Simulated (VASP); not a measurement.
Set up this calculation in VASP 6.6.1, as the native input.

```yaml
Task: single point
Functional: PBE
Potentials_or_basis: VASP PAW PBE potentials, release 64 (Tm_3, Ta_pv, Se), 4f in core
Cutoff: 500 eV
k_mesh: 6 × 6 × 2
Occupations: gaussian, width 0.1 eV
Spin: no spin polarisation
Dipole_correction: no
Further_INCAR_settings: ALGO = Normal; EDIFF = 1e-06; NBANDS = 31
```

The structure of TmTaSe4 lies in POSCAR:

```
TmTaSe4
1.0
    4.1364670200      0.0000000000      0.0000000000
   -2.0682335100      3.5822855200      0.0000000000
    0.0000000000      0.0000000000      8.5988900000
Tm Ta Se
1 1 4
Direct
    0.0000000000      0.0000000000      0.5000000000
    0.0000000000      0.0000000000      0.0000000000
    0.3333333300      0.6666666700      0.7432699200
    0.3333333300      0.6666666700      0.2567300800
    0.6666666700      0.3333333300      0.7432699200
    0.6666666700      0.3333333300      0.2567300800
```

The cell was generated, and may not be a known phase.

These files were run (other wordings do the same):

INCAR

```
PREC     = Accurate       # precision mode
ENCUT    = 500            # plane-wave cutoff, eV
EDIFF    = 1E-6           # SCF threshold, eV
ISMEAR   = 0              # smearing method
SIGMA    = 0.1            # smearing width, eV
LREAL    = F              # projectors in reciprocal space
LASPH    = T              # aspherical terms in the spheres
NELM     = 200            # most SCF steps
ALGO     = Normal         # electronic algorithm
ISIF     = 2              # what is computed and relaxed
LWAVE    = F              # write WAVECAR
LCHARG   = F              # write CHGCAR
GGA      = PE             # functional
NBANDS   = 31             # bands
GGA_COMPAT= F            
LMAXMIX  = 6              # l up to which the mixer works
```

KPOINTS

```
Automatic mesh
0
Gamma
  6 6 2
```

Potentials or basis: VASP PAW PBE potentials, release 64 (Tm_3, Ta_pv, Se), 4f in core.

Command:

```console
$ cat potpaw_PBE.64/Tm_3/POTCAR potpaw_PBE.64/Ta_pv/POTCAR potpaw_PBE.64/Se/POTCAR > POTCAR
$ mpirun -np 1 vasp_std > vasp.out
```

It gave:

```yaml
Pressure: 13.1 GPa
Largest_force: 0.307 eV/Å
Band_gap_on_the_k_mesh: zero (bands 22 and 23 overlap by 1.42 eV)
```

Caveat: the k points lie up to 0.37 Å⁻¹ apart, too coarse for converged energies and pressures of a metal; spin-orbit coupling is left out, which moves the levels of the heavy elements; the 4f electrons are frozen in the core, so they carry no moment and show no levels; the run has no spin polarisation, though such a crystal can be magnetic.

Run time: 62 s on 1 thread of Intel(R) Xeon(R) Platinum 8259CL CPU @ 2.50GHz (Skylake/Cascade Lake), on a shared host, peak memory 0.25 GiB.
